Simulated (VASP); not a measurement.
# Li4O in VASP: notebook

The runs below take Li4O through single point, with r2SCAN.

Program: VASP 6.6.1. These are calculated values, not measurements. Logs are shortened: lines on timing, memory, paths and dates and some standing lists are left out, and cuts for length are marked.

## (1) The cell of the first run

The cell holds a slab with vacuum, 5 atoms: a = 3.093 Å, b = 3.093 Å, c = 26.596 Å, α = 90.00°, β = 90.00°, γ = 120.00°.

## (2) Single point, r2SCAN

POSCAR reads:

```
Li4O
1.0
    3.0926129057      0.0000000000      0.0000000000
   -1.5463064529      2.6782813404      0.0000000000
    0.0000000000      0.0000000000     26.5962151022
Li O
4 1
Direct
    0.6666666667      0.3333333333      0.3195943471
    0.3333333333      0.6666666667      0.4147985591
    0.6666666667      0.3333333333      0.5101873432
    0.3333333333      0.6666666667      0.6143645497
    0.3333333333      0.6666666667      0.6783504931
```

INCAR.step1 reads:

```
ALGO = Normal
DIPOL = 0.5 0.5 0.507
EDIFF = 1E-4
ENCUT = 520
GGA = PE
IDIPOL = 3
ISMEAR = 0
LASPH = T
LCHARG = F
LDIPOL = T
LREAL = F
LWAVE = T
NBANDS = 17
NELM = 60
PREC = Accurate
SIGMA = 0.1
```

INCAR.step2 reads:

```
ALGO = Normal
DIPOL = 0.5 0.5 0.507
EDIFF = 1E-7
ENCUT = 520
IDIPOL = 3
ISIF = 2
ISMEAR = 0
ISTART = 1
LASPH = T
LCHARG = T
LDIPOL = T
LELF = T
LMIXTAU = T
LREAL = F
LVACPOTAV = T
LVHAR = T
LWAVE = F
METAGGA = R2SCAN
NBANDS = 17
NELM = 60
PREC = Accurate
SIGMA = 0.1
```

KPOINTS reads:

```
k-points
0
Gamma
  9 9 1
```

Potentials or basis: VASP PAW PBE potentials, release 64 (Li_sv, O).

Command:

```sh
$ cat potpaw_PBE.64/Li_sv/POTCAR potpaw_PBE.64/O/POTCAR > POTCAR
$ cp INCAR.step1 INCAR
$ mpirun -np 1 vasp_std > vasp.out
$ cp INCAR.step2 INCAR
$ mpirun -np 1 vasp_std > vasp.out
```

OUTCAR:

```text
EDIFF = 1E-7
   ENCUT = 520
   ISIF = 2
   ISMEAR = 0
   ISTART = 1
   LASPH = T
   LREAL = F
   METAGGA = R2SCAN
   NELM = 60
   PREC = Accurate

 ion  position               nearest neighbor table
   1  0.667  0.333  0.320-
   2  0.333  0.667  0.415-
   3  0.667  0.333  0.510-
   4  0.333  0.667  0.614-   5 1.70
   5  0.333  0.667  0.678-   4 1.70

  LATTYP: Found a hexagonal cell.
 ALAT       =     3.0926129057
 C/A-ratio  =     8.5999172587

  Lattice vectors:

 A1 = (   3.0926129057,   0.0000000000,   0.0000000000)
 A2 = (  -1.5463064529,   2.6782813404,   0.0000000000)
 A3 = (   0.0000000000,   0.0000000000,  26.5962151022)

Analysis of symmetry for initial positions (statically):
=====================================================================
 Subroutine PRICEL returns:
 Original cell was already a primitive cell.

 Routine SETGRP: Setting up the symmetry group for a
 hexagonal supercell.

 Subroutine GETGRP returns: Found  6 space group operations
 (whereof  6 operations were pure point group operations)
 out of a pool of 24 trial point group operations.

The static configuration has the point symmetry C_3v.

Analysis of symmetry for dynamics (positions and initial velocities):
=====================================================================
 Subroutine PRICEL returns:
 Original cell was already a primitive cell.

 Routine SETGRP: Setting up the symmetry group for a
 hexagonal supercell.

 Subroutine GETGRP returns: Found  6 space group operations
 (whereof  6 operations were pure point group operations)
 out of a pool of 24 trial point group operations.

The dynamic configuration has the point symmetry C_3v.

 Subroutine INISYM returns: Found  6 space group operations
 (whereof  6 operations are pure point group operations),
 and found     1 'primitive' translations

----------------------------------------------------------------------------------------

                                     Primitive cell

  volume of cell :     220.2935

  direct lattice vectors                    reciprocal lattice vectors
     3.092612906  0.000000000  0.000000000     0.323351170  0.186686885  0.000000000
    -1.546306453  2.678281340  0.000000000     0.000000000  0.373373770  0.000000000
     0.000000000  0.000000000 26.596215102     0.000000000  0.000000000  0.037599335

  length of vectors
     3.092612906  3.092612906 26.596215102     0.373373770  0.373373770  0.037599335

  position of ions in fractional coordinates (direct lattice)
     0.666666667  0.333333333  0.319594347
     0.333333333  0.666666667  0.414798559
     0.666666667  0.333333333  0.510187343
     0.333333333  0.666666667  0.614364550
     0.333333333  0.666666667  0.678350493

  ion indices of the primitive-cell ions
   primitive index   ion index
                 1           1
                 2           2
                 3           3
                 4           4
                 5           5

----------------------------------------------------------------------------------------

 KPOINTS: k-points

Automatic generation of k-mesh.
 Grid dimensions read from file:
 generate k-points for:    9    9    1

 Generating k-lattice:

  Cartesian coordinates                     Fractional coordinates (reciprocal lattice)
     0.035927908  0.020742987  0.000000000     0.111111111  0.000000000  0.000000000
     0.000000000  0.041485974  0.000000000     0.000000000  0.111111111  0.000000000
     0.000000000  0.000000000  0.037599335     0.000000000  0.000000000  1.000000000

  Length of vectors
     0.041485974  0.041485974  0.037599335

  Shift w.r.t. Gamma in fractional coordinates (k-lattice)
     0.000000000  0.000000000  0.000000000

 Subroutine IBZKPT returns following result:
 ===========================================

 Found     12 irreducible k-points:

 Following reciprocal coordinates:
            Coordinates               Weight
  0.000000  0.000000  0.000000      1.000000
  0.111111 -0.000000  0.000000      6.000000
  0.222222 -0.000000  0.000000      6.000000
  0.333333 -0.000000  0.000000      6.000000
  0.444444 -0.000000  0.000000      6.000000
  0.111111  0.111111  0.000000      6.000000
  0.222222  0.111111  0.000000     12.000000
  0.333333  0.111111  0.000000     12.000000
  0.444444  0.111111  0.000000      6.000000
  0.222222  0.222222  0.000000      6.000000
  0.333333  0.222222  0.000000     12.000000
  0.333333  0.333333  0.000000      2.000000
   k-points           NKPTS =     12   k-points in BZ     NKDIM =     12   number of bands    NBANDS=     17
   number of dos      NEDOS =    301   number of ions     NIONS =      5
   total plane-waves  NPLWV = 115200
   dimension x,y,z NGX =    24 NGY =   24 NGZ =  200
   dimension x,y,z NGXF=    48 NGYF=   48 NGZF=  400
   ions per type =               4   1
   NGX,Y,Z   is equivalent  to a cutoff of  12.90, 12.90, 12.50 a.u.
   NGXF,Y,Z  is equivalent  to a cutoff of  25.80, 25.80, 25.00 a.u.
 SYSTEM =  unknown system
   PREC   = accura    normal or accurate (medium, high low for compatibility)
   ISTART =      1    job   : 0-new  1-cont  2-samecut
   ICHARG =      0    charge: 1-file 2-atom 10-const
   ISPIN  =      1    spin polarized calculation?
   LNONCOLLINEAR =      F non collinear calculations
   LSORBIT =      F    spin-orbit coupling
   LASPH  =      T    aspherical Exc in radial PAW
   ENCUT  =  520.0 eV  38.22 Ry    6.18 a.u.   5.75  5.75 49.45*2*pi/ulx,y,z
   NELM   =     60;   NELMIN=  2; NELMDL=  0     # of ELM steps
   EDIFF  = 0.1E-06   stopping-criterion for ELM
   LREAL  =      F    real-space projection
   EDIFFG = 0.1E-05   stopping-criterion for IOM
   NSW    =      0    number of steps for IOM
   IBRION =     -1    ionic relax: 0-MD 1-quasi-New 2-CG
   NFREE  =      0    steps in history (QN), initial steepest desc. (CG)
   ISIF   =      2    stress and relaxation
   ISYM   =      2    0-nonsym 1-usesym 2-fastsym
   POTIM  = 0.5000    time-step for ionic-motion
   TEBEG  =    0.0;   TEEND  =   0.0 temperature during run
   PSTRESS=    0.0 pullay stress
   NELECT =      18.0000    total number of electrons
   NUPDOWN=      -1.0000    fix difference up-down
   EMIN   =  10.00;   EMAX   =-10.00  energy-range for DOS
   EFERMI =   0.00;   METHOD = LEGACY
   ISMEAR =     0;   SIGMA  =   0.10  broadening in eV -4-tet -1-fermi 0-gaus
   EFERMI_NEDOS =   21; number of points for ismear=-14 and -15
   IALGO  =     38    algorithm
   IMIX   =      4    mixing-type and parameters
     AMIX     =   0.40;   BMIX     =  1.00
     AMIX_MAG =   1.60;   BMIX_MAG =  1.00
  volume/ion in A,a.u.               =      44.06       297.32
  Fermi-wavevector in a.u.,A,eV,Ry     =   0.710393  1.342447  6.866285  0.504658
  Thomas-Fermi vector in A             =   1.797228
   LORBIT       =      0    0 simple, 1 ext, 2 COOP (PROOUT), +10 PAW based schemes
   METAGGA = R2SCAN    functional components
   LHFCALC =     F    Hartree Fock is set to
   AEXX    =    0.0000 exact exchange contribution
   IVDW    =     0    specifies the selected vdW correction
   LEPSILON=     F    determine dielectric tensor
   LRPA    =     F    only Hartree local field effects (RPA)
 non-spin polarized calculation
 Gauss-broadening in eV      SIGMA  =   0.10
  energy-cutoff  :      520.00
  volume of cell :      220.29
 maximum number of plane-waves:      5956
 NGX is ok and might be reduce to    24
   NGX = 11   NGY = 11   NGZ = 99

 number of electron      17.9999966 magnetization

 dipolmoment           0.000000      0.000000      0.329055 electrons x Angstroem

 Free energy of the ion-electron system (eV)
  ---------------------------------------------------
  ext. energy  EPLUGINS =         0.00000000
  ---------------------------------------------------
  free energy    TOTEN  =       -13.17561804 eV

  energy without entropy =      -13.14935710  energy(sigma->0) =      -13.16248757

 E-fermi :  -3.9528     XC(G=0):  -3.7204

 val. band max:       -3.9653819744   @ k =   0.3333   0.1111   0.0000
 cond. band min:      -3.9211216700   @ k =   0.1111  -0.0000   0.0000
 fundamental gap:      0.0442603044
 Fermi energy:        -3.9528096033

 k-point     1 :       0.0000    0.0000    0.0000
  band No.  band energies     occupation
      1     -52.5754      2.00000
      2     -52.3258      2.00000
      3     -52.1856      2.00000
      4     -50.6169      2.00000
      5     -20.5512      2.00000
      6      -7.5851      2.00000
[... 9 lines left out ...]
     16       2.3669      0.00000
     17       3.9639      0.00000

 k-point     2 :       0.1111   -0.0000    0.0000
  band No.  band energies     occupation
      1     -52.5742      2.00000
      2     -52.3245      2.00000
      3     -52.1843      2.00000
      4     -50.6157      2.00000
      5     -20.5088      2.00000
      6      -7.3735      2.00000
[... 9 lines left out ...]
     16       2.5660      0.00000
     17       4.1802      0.00000

 k-point     3 :       0.2222   -0.0000    0.0000
  band No.  band energies     occupation
      1     -52.5709      2.00000
      2     -52.3212      2.00000
      3     -52.1811      2.00000
      4     -50.6128      2.00000
      5     -20.3990      2.00000
      6      -6.7397      2.00000
[... 9 lines left out ...]
     16       3.0583      0.00000
     17       4.4683      0.00000

 k-point     4 :       0.3333   -0.0000    0.0000
  band No.  band energies     occupation
      1     -52.5672      2.00000
      2     -52.3175      2.00000
      3     -52.1774      2.00000
      4     -50.6094      2.00000
      5     -20.2700      2.00000
      6      -5.7011      2.00000
[... 9 lines left out ...]
     16       2.5416      0.00000
     17       3.0295      0.00000
[... 103 lines left out ...]
      1     -52.5656      2.00000
      2     -52.3158      2.00000
      3     -52.1758      2.00000
      4     -50.6079      2.00000
      5     -20.2124      2.00000
      6      -5.1822      2.00000
[... 9 lines left out ...]
     16       2.2549      0.00000
     17       2.6357      0.00000

 k-point    11 :       0.3333    0.2222    0.0000
  band No.  band energies     occupation
      1     -52.5638      2.00000
      2     -52.3140      2.00000
      3     -52.1739      2.00000
      4     -50.6062      2.00000
      5     -20.1455      2.00000
      6      -5.2123      2.00000
[... 9 lines left out ...]
     16       1.7444      0.00000
     17       2.5913      0.00000

 k-point    12 :       0.3333    0.3333    0.0000
  band No.  band energies     occupation
      1     -52.5631      2.00000
      2     -52.3133      2.00000
      3     -52.1733      2.00000
      4     -50.6057      2.00000
      5     -20.1224      2.00000
      6      -4.8850      2.00000
[... 9 lines left out ...]
     16       2.2976      0.00000
     17       2.5595      0.00000

------------------------ aborting loop because EDIFF is reached ----------------------------------------

  FORCE on cell =-STRESS in cart. coord.  units (eV):
  Direction    XX          YY          ZZ          XY          YZ          ZX
  --------------------------------------------------------------------------------------
  -------------------------------------------------------------------------------------
  Total       -1.1558259     -1.1558259     -0.1123554      0.0000000      0.0000000      0.0000000
  in kB       -8.4062329     -8.4062329     -0.8171520      0.0000000      0.0000000      0.0000000
  external PRESSURE =      -5.8765393 kB  Pullay stress =       0.0000000 kB

 VOLUME and BASIS-vectors are now :
 -----------------------------------------------------------------------------
  energy-cutoff  :      520.00
  volume of cell :      220.29
      direct lattice vectors                 reciprocal lattice vectors
     3.092612906  0.000000000  0.000000000     0.323351170  0.186686885  0.000000000
    -1.546306453  2.678281340  0.000000000     0.000000000  0.373373770  0.000000000
     0.000000000  0.000000000 26.596215102     0.000000000  0.000000000  0.037599335

 POSITION                                       TOTAL-FORCE (eV/Angst)
 -----------------------------------------------------------------------------------
      1.54631      0.89276      8.50000        -0.000000     -0.000000      0.170206
     -0.00000      1.78552     11.03207         0.000000      0.000000     -0.130980
      1.54631      0.89276     13.56905         0.000000     -0.000000     -0.037061
     -0.00000      1.78552     16.33977        -0.000000      0.000000     -0.090262
     -0.00000      1.78552     18.04156        -0.000000     -0.000000      0.088097
 -----------------------------------------------------------------------------------
    total drift:                                0.000000     -0.000000      0.192831

  FREE ENERGIE OF THE ION-ELECTRON SYSTEM (eV)
  ---------------------------------------------------
  free  energy   TOTEN  =       -13.1756180431 eV

  energy  without entropy=      -13.1493571024  energy(sigma->0) =      -13.16248757

 vacuum level on the upper side and lower side of the slab         6.526        -0.663
```

Wall time 4.2 min (1 thread of Intel Xeon 6975P-C (Granite Rapids), shared host); peak memory 0.38 GiB.

Results:

- Free energy: -13.1756 eV
- Largest force: 0.170 eV/Å
- Band gap on the k mesh: zero (band 9 reaches -2.34 eV, above the bottom of band 10 at -4.25 eV)

Forces in eV/Å, atoms in the order of the input:
```
Li   0.000  0.000  0.170
Li   0.000  0.000 -0.131
Li   0.000  0.000 -0.037
Li   0.000  0.000 -0.090
O    0.000  0.000  0.088
```

Caveat: the cutoff is under 1.25 times the usual one of these potentials, so pressure, stress and relaxed cells hold a basis-set (Pulay) error; the PAW data sets were made with another functional, which shifts forces and pressure a little.

## (3) Single point, r2SCAN

POSCAR reads:

```
Li4O
1.0
    3.0926129057      0.0000000000      0.0000000000
   -1.5463064529      2.6782813404      0.0000000000
    0.0000000000      0.0000000000     26.5962151022
Li O
4 1
Direct
    0.6666666667      0.3333333333      0.3195943471
    0.3333333333      0.6666666667      0.4147985591
    0.6666666667      0.3333333333      0.5246419979
    0.3333333333      0.6666666667      0.5750358272
    0.0000000000      0.0000000000      0.5503990519
```

INCAR.step1 reads:

```
SYSTEM = Li4O
PREC     = Accurate       ! precision mode
ENCUT    = 520            ! plane-wave cutoff, eV
ISMEAR   = 0              ! smearing method
SIGMA    = 0.1            ! smearing width, eV
LREAL    = .False.        ! projectors in reciprocal space
LASPH    = .True.         ! aspherical terms in the spheres
NELM     = 60             ! most SCF steps
LDIPOL   = .True.       
IDIPOL   = 3            
DIPOL    = 0.5 0.5 0.477
NBANDS   = 17             ! bands
GGA      = PE             ! functional
ALGO     = Normal         ! electronic algorithm
EDIFF    = 1E-4           ! SCF threshold, eV
LWAVE    = .True.         ! write WAVECAR
LCHARG   = .False.        ! write CHGCAR
```

INCAR.step2 reads:

```
SYSTEM = Li4O
PREC     = Accurate       ! precision mode
ENCUT    = 520            ! plane-wave cutoff, eV
EDIFF    = 1E-7           ! SCF threshold, eV
ISMEAR   = 0              ! smearing method
SIGMA    = 0.1            ! smearing width, eV
LREAL    = .False.        ! projectors in reciprocal space
LASPH    = .True.         ! aspherical terms in the spheres
NELM     = 60             ! most SCF steps
ALGO     = Normal         ! electronic algorithm
ISIF     = 2              ! what is computed and relaxed
LWAVE    = .False.        ! write WAVECAR
LCHARG   = .False.        ! write CHGCAR
LDIPOL   = .True.       
IDIPOL   = 3            
DIPOL    = 0.5 0.5 0.477
METAGGA  = R2SCAN         ! meta-GGA
LMIXTAU  = .True.       
NBANDS   = 17             ! bands
ISTART   = 1
```

KPOINTS reads:

```
regular mesh
0
Gamma
  9 9 1
  0 0 0
```

Potentials or basis: VASP PAW PBE potentials, release 64 (Li_sv, O).

Command:

```sh
$ cat potpaw_PBE.64/Li_sv/POTCAR potpaw_PBE.64/O/POTCAR > POTCAR
$ cp INCAR.step1 INCAR
$ mpirun -np 1 vasp_std > vasp.out
$ cp INCAR.step2 INCAR
$ mpirun -np 1 vasp_std > vasp.out
```

Run time: 4.1 min. Hardware: 1 thread of Intel Xeon 6975P-C (Granite Rapids), shared host; peak memory 0.38 GiB.

Results (log left out):

- Free energy: -20.4807 eV
- Largest force: 0.290 eV/Å
- Band gap on the k mesh: zero (band 9 reaches 0.39 eV, above the bottom of band 10 at -2.76 eV)

Forces in eV/Å, atoms in the order of the input:
```
Li   0.000  0.000  0.290
Li   0.000  0.000 -0.188
Li   0.000  0.000 -0.048
Li   0.000  0.000 -0.021
O    0.000  0.000 -0.032
```

Levels at points of the mesh, in eV from the Fermi level:
```tsv
k point	band 6	band 7	band 8	band 9	band 10	band 11	band 12	band 13
(0.00, 0.00, 0.00)	-3.53	-2.95	-1.35	-1.35	-1.27	0.17	1.84	2.82
```

Caveat: the cutoff is under 1.25 times the usual one of these potentials, so pressure, stress and relaxed cells hold a basis-set (Pulay) error; the PAW data sets were made with another functional, which shifts forces and pressure a little.

## (4) Single point, r2SCAN

POSCAR reads:

```
Li4O
1.0
    3.0926129057      0.0000000000      0.0000000000
   -1.5463064529      2.6782813404      0.0000000000
    0.0000000000      0.0000000000     26.5962151022
Li O
4 1
Direct
    0.6666666666      0.3333333333      0.3195943471
    0.3333333334      0.6666666667      0.4147985591
    0.6613389743      0.3226779487      0.5260541369
    0.3278368321      0.6556736642      0.5763751970
   -0.0055414431     -0.0110828862      0.5517740784
```

INCAR.step1 reads:

```
PREC = Accurate ; ENCUT = 520
ISMEAR = 0 ; SIGMA = 0.1
LREAL = F ; LASPH = T
NELM = 100 ; LDIPOL = T
IDIPOL = 3 ; DIPOL = 0.5 0.5 0.478
NBANDS = 17 ; GGA = PE
ALGO = Normal ; EDIFF = 1E-4
LWAVE = T ; LCHARG = F
```

INCAR.step2 reads:

```
PREC = Accurate ; ENCUT = 520
EDIFF = 1E-6 ; ISMEAR = 0
SIGMA = 0.1 ; LREAL = F
LASPH = T ; NELM = 100
ALGO = Normal ; ISIF = 2
LWAVE = F ; LCHARG = F
LDIPOL = T ; IDIPOL = 3
DIPOL = 0.5 0.5 0.478 ; METAGGA = R2SCAN
LMIXTAU = T ; NBANDS = 17
ISTART = 1
```

KPOINTS reads:

```
Automatic mesh
0
Gamma
  9 9 1
```

Command:

```sh
$ cat potpaw_PBE.64/Li_sv/POTCAR potpaw_PBE.64/O/POTCAR > POTCAR
$ cp INCAR.step1 INCAR
$ mpirun -np 1 vasp_std > vasp.out
$ cp INCAR.step2 INCAR
$ mpirun -np 1 vasp_std > vasp.out
```

Wall time 6.1 min (1 thread of Intel Xeon 6975P-C (Granite Rapids), shared host); peak memory 0.41 GiB.

It converged, with:

```yaml
Free_energy: -20.4809 eV
Largest_force: 0.288 eV/Å
Band_gap_on_the_k_mesh: zero (band 9 reaches 0.38 eV, above the bottom of band 10 at -2.78 eV)
```

Forces in eV/Å, atoms in the order of the input:
```
Li   0.000  0.005  0.288
Li   0.000  0.005 -0.184
Li   0.000 -0.005 -0.080
Li   0.000 -0.013  0.004
O    0.000  0.008 -0.029
```

Levels at points of the mesh, in eV from the Fermi level:
```csv
k point,band 7,band 8,band 9,band 10,band 11,band 12
"(0.00, 0.00, 0.00)",-2.93,-1.32,-1.32,-1.28,0.17,1.86
```

Caveat: the cutoff is under 1.25 times the usual one of these potentials, so pressure, stress and relaxed cells hold a basis-set (Pulay) error; the PAW data sets were made with another functional, which shifts forces and pressure a little.
